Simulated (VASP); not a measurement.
# Cu3N (Pm-3m) in VASP: notebook, part 2 of 3

VASP 6.6.1. The steps go on from the part before.

## 3. Single point, PBE

This run uses another cell than the first one, of 14.01 Å³/atom, 1.196 times its volume.

File INCAR:

```
PREC     = Accurate       # precision mode
ENCUT    = 600            # plane-wave cutoff, eV
EDIFF    = 1E-6           # SCF threshold, eV
ISMEAR   = 0              # smearing method
SIGMA    = 0.01           # smearing width, eV
LREAL    = False          # projectors in reciprocal space
LASPH    = True           # aspherical terms in the spheres
NELM     = 120            # most SCF steps
ALGO     = Normal         # electronic algorithm
ISIF     = 2              # what is computed and relaxed
LWAVE    = False          # write WAVECAR
LCHARG   = False          # write CHGCAR
GGA      = PE             # functional
NBANDS   = 27             # bands
GGA_COMPAT= False
```

File KPOINTS:

```
Automatic mesh
0
Gamma
  10 10 10
```

File POSCAR:

```
Cu3N
1.0
    3.8270084290      0.0000000000      0.0000000000
    0.0000000000      3.8270084290      0.0000000000
    0.0000000000      0.0000000000      3.8270084290
Cu N
3 1
Direct
    0.5000000000      0.0000000000      0.0000000000
    0.0000000000      0.5000000000      0.0000000000
    0.0000000000      0.0000000000      0.5000000000
    0.0000000000      0.0000000000      0.0000000000
```

Potentials or basis: VASP PAW PBE potentials, release 64 (Cu, N).

The run is started by

```
> cat potpaw_PBE.64/Cu/POTCAR potpaw_PBE.64/N/POTCAR > POTCAR
> mpirun -np 1 vasp_std > vasp.out
```

OUTCAR:

```text
PREC = Accurate
   ENCUT = 600
   EDIFF = 1E-6
   ISMEAR = 0
   LREAL = False
   LASPH = True
   NELM = 120
   ISIF = 2
   GGA = PE

 ion  position               nearest neighbor table
   1  0.500  0.000  0.000-   4 1.91   4 1.91   2 2.71   3 2.71   2 2.71   2 2.71   3 2.71   3 2.71
                             3 2.71   2 2.71
   2  0.000  0.500  0.000-   4 1.91   4 1.91   1 2.71   3 2.71   1 2.71   3 2.71   3 2.71   3 2.71
                             1 2.71   1 2.71
   3  0.000  0.000  0.500-   4 1.91   4 1.91   1 2.71   1 2.71   2 2.71   2 2.71   2 2.71   2 2.71
                             1 2.71   1 2.71
   4  0.000  0.000  0.000-   1 1.91   2 1.91   3 1.91   3 1.91   2 1.91   1 1.91

  LATTYP: Found a simple cubic cell.
 ALAT       =     3.8270084290

  Lattice vectors:

 A1 = (   3.8270084290,   0.0000000000,   0.0000000000)
 A2 = (   0.0000000000,   3.8270084290,   0.0000000000)
 A3 = (   0.0000000000,   0.0000000000,   3.8270084290)

Analysis of symmetry for initial positions (statically):
=====================================================================
 Subroutine PRICEL returns:
 Original cell was already a primitive cell.
[... 169 lines left out ...]
  ext. energy  EPLUGINS =         0.00000000
  ---------------------------------------------------
  free energy    TOTEN  =       -18.39184638 eV

  energy without entropy =      -18.39184638  energy(sigma->0) =      -18.39184638

 E-fermi :   4.8512     XC(G=0): -10.7378

 val. band max:        4.8028851245   @ k =   0.5000   0.5000   0.5000
 cond. band min:       5.0486817797   @ k =   0.5000   0.5000   0.0000
 fundamental gap:      0.2457966552
 Fermi energy:         4.8511842272

 k-point     1 :       0.0000    0.0000    0.0000
  band No.  band energies     occupation
      1     -11.9196      2.00000
      2      -0.3607      2.00000
      3       0.1058      2.00000
      4       0.1058      2.00000
      5       0.1058      2.00000
      6       1.0111      2.00000
[... 709 lines left out ...]
     26      13.9843      0.00000
     27      15.0251      0.00000

 [... further k-points ...]
[... 5 lines left out ...]
  --------------------------------------------------------------------------------------
  -------------------------------------------------------------------------------------
  Total        0.2809040      0.2809040      0.2809040     -0.0000000      0.0000000      0.0000000
  in kB        8.0295328      8.0295328      8.0295328     -0.0000000      0.0000000      0.0000000
  external PRESSURE =       8.0295328 kB  Pullay stress =       0.0000000 kB

 VOLUME and BASIS-vectors are now :
 -----------------------------------------------------------------------------
  energy-cutoff  :      600.00
  volume of cell :       56.05
      direct lattice vectors                 reciprocal lattice vectors
     3.827008429  0.000000000  0.000000000     0.261300705  0.000000000  0.000000000
     0.000000000  3.827008429  0.000000000     0.000000000  0.261300705  0.000000000
     0.000000000  0.000000000  3.827008429     0.000000000  0.000000000  0.261300705

 POSITION                                       TOTAL-FORCE (eV/Angst)
 -----------------------------------------------------------------------------------
      1.91350      0.00000      0.00000         0.000000      0.000000      0.000000
      0.00000      1.91350      0.00000         0.000000      0.000000      0.000000
      0.00000      0.00000      1.91350         0.000000      0.000000      0.000000
      0.00000      0.00000      0.00000         0.000000      0.000000      0.000000
 -----------------------------------------------------------------------------------
    total drift:                                0.000000      0.000000     -0.000000

  FREE ENERGIE OF THE ION-ELECTRON SYSTEM (eV)
  ---------------------------------------------------
  free  energy   TOTEN  =       -18.3918463829 eV

  energy  without entropy=      -18.3918463829  energy(sigma->0) =      -18.39184638
```

OSZICAR:

```text
N       E                     dE             d eps       ncg     rms          rms(c)
DAV:   1     0.309659657450E+03    0.30966E+03   -0.18885E+04  3048   0.245E+03
DAV:   2     0.164293898759E+02   -0.29323E+03   -0.27968E+03  3033   0.390E+02
DAV:   3    -0.211853834806E+02   -0.37615E+02   -0.35662E+02  3913   0.167E+02
DAV:   4    -0.229619091418E+02   -0.17765E+01   -0.17549E+01  4283   0.383E+01
DAV:   5    -0.229781672701E+02   -0.16258E-01   -0.16252E-01  3933   0.392E+00    0.156E+01
DAV:   6    -0.207460770069E+02    0.22321E+01   -0.36405E+01  4061   0.134E+02    0.101E+01
DAV:   7    -0.183950440823E+02    0.23510E+01   -0.94920E+00  3697   0.760E+01    0.252E+00
DAV:   8    -0.184169876272E+02   -0.21944E-01   -0.66979E-01  3672   0.587E+00    0.144E+00
DAV:   9    -0.183929160256E+02    0.24072E-01   -0.38406E-02  4013   0.263E+00    0.293E-01
DAV:  10    -0.183920509739E+02    0.86505E-03   -0.92442E-03  4176   0.146E+00    0.129E-01
DAV:  11    -0.183918949839E+02    0.15599E-03   -0.15269E-03  4511   0.695E-01    0.580E-02
DAV:  12    -0.183918435260E+02    0.51458E-04   -0.28521E-04  4712   0.184E-01    0.970E-03
DAV:  13    -0.183918460737E+02   -0.25476E-05   -0.34161E-05  3745   0.489E-02    0.844E-03
DAV:  14    -0.183918463829E+02   -0.30921E-06   -0.61058E-06  3273   0.242E-02
   1 F= -.18391846E+02 E0= -.18391846E+02  d E =-.125112E-14
```

stdout:

```text
POSCAR found type information on POSCAR CuN
 POSCAR found :  2 types and       4 ions
 scaLAPACK will be used
 LDA part: xc-table for (Slater+PW92), standard interpolation
 POSCAR, INCAR and KPOINTS ok, starting setup
 FFT: planning ... GRIDC
 FFT: planning ... GRID_SOFT
 FFT: planning ... GRID
 WAVECAR not read
 entering main loop
```

It took 74 s on 1 thread of Intel Xeon Platinum 8488C (Sapphire Rapids), shared host; peak memory 0.22 GiB.

What came out:

```
Free energy            : -18.3918 eV
Pressure               : 0.8 GPa
Band gap on the k mesh : 0.25 eV, indirect (least direct gap 0.78 eV)
```

Levels at points of the mesh, in eV from the valence-band top:
```tsv
k point	band 15	band 16	band 17	band 18	band 19	band 20	band 21	band 22	band 23	band 24
(0.00, 0.00, 0.00)	-2.31	-1.79	-1.79	-1.79	-1.76	0.97	5.25	5.25	6.60	6.60
(0.50, 0.00, 0.00)	-2.30	-2.14	-1.79	-1.38	-1.38	1.54	3.33	6.71	7.19	7.19
(0.50, 0.50, 0.00)	-2.36	-2.10	-1.05	-1.05	-0.67	0.25	3.53	4.81	4.81	8.17
(0.50, 0.50, 0.50)	-1.83	-1.83	0.00	0.00	0.00	0.87	0.87	0.87	6.15	7.95
```

A k mesh can miss the band edges.

## 4. Relaxation of cell and atoms, PBE

This run uses another cell than the first one, of 13.87 Å³/atom, 1.184 times its volume.

File INCAR:

```
ALGO = Normal
EDIFF = 1E-7
EDIFFG = -0.005
ENCUT = 600
GGA = PE
GGA_COMPAT = False
IBRION = 2
ISIF = 3
ISMEAR = 0
LASPH = True
LCHARG = False
LREAL = False
LWAVE = False
NELM = 120
NELMIN = 4
NSW = 100
PREC = Accurate
SIGMA = 0.01
```

File KPOINTS:

```
k-points
0
Gamma
  10 10 10
```

File POSCAR:

```
Cu3N
1.0
    3.8140000000      0.0000000000      0.0000000000
    0.0000000000      3.8140000000      0.0000000000
    0.0000000000      0.0000000000      3.8140000000
Cu N
3 1
Direct
    0.5000000000      0.0000000000      0.0000000000
    0.0000000000      0.5000000000      0.0000000000
    0.0000000000      0.0000000000      0.5000000000
    0.0000000000      0.0000000000      0.0000000000
```

The run is started by

```
> cat potpaw_PBE.64/Cu/POTCAR potpaw_PBE.64/N/POTCAR > POTCAR
> mpirun -np 1 vasp_std > vasp.out
```

Run time: 3.7 min. Hardware: 1 thread of Intel Xeon Platinum 8488C (Sapphire Rapids), shared host; peak memory 0.22 GiB.

Results (log left out):

| Item | Value |
| --- | --- |
| Free energy | -18.3919 eV |
| Relaxed volume | 14.08 Å³/atom |
| Relaxed cell | a = 3.833 Å, b = 3.833 Å, c = 3.833 Å, α = 90.00°, β = 90.00°, γ = 90.00° |
| Space group after relaxing (to 0.05 Å) | Pm-3m (No. 221) |
| Energy gained by relaxing | 1.2 meV/atom |
| Ionic steps | 3 |
| Pressure after relaxing | 0.0 GPa |
| Band gap on the k mesh | 0.26 eV, indirect (least direct gap 0.80 eV) |

The path:
```csv
step,energy change (eV),largest force (eV/Å),pressure (GPa),volume (Å³)
1,0.0000,0.0000,1.79,55.48
2,-0.0037,0.0000,-0.80,56.74
3,-0.0047,0.0000,0.00,56.33
```

Final structure:
```
CELL_PARAMETERS angstrom
3.83337 0.00000 0.00000
0.00000 3.83337 0.00000
0.00000 0.00000 3.83337
ATOMIC_POSITIONS crystal
Cu 0.50000 0.00000 0.00000
Cu 0.00000 0.50000 0.00000
Cu 0.00000 0.00000 0.50000
N 0.00000 0.00000 0.00000
```

Levels at points of the mesh, in eV from the valence-band top:
```tsv
k point	band 16	band 17	band 18	band 19	band 20	band 21	band 22	band 23
(0.00, 0.00, 0.00)	-1.78	-1.78	-1.78	-1.74	0.96	5.23	5.23	6.59
(0.50, 0.00, 0.00)	-2.12	-1.78	-1.37	-1.37	1.53	3.32	6.68	7.18
(0.50, 0.50, 0.00)	-2.09	-1.04	-1.04	-0.66	0.26	3.51	4.80	4.80
(0.50, 0.50, 0.50)	-1.82	0.00	0.00	0.00	0.88	0.88	0.88	6.15
```

A k mesh can miss the band edges. PBE usually gives volumes a little too large and moduli too small.

[end of part 2 of 3]
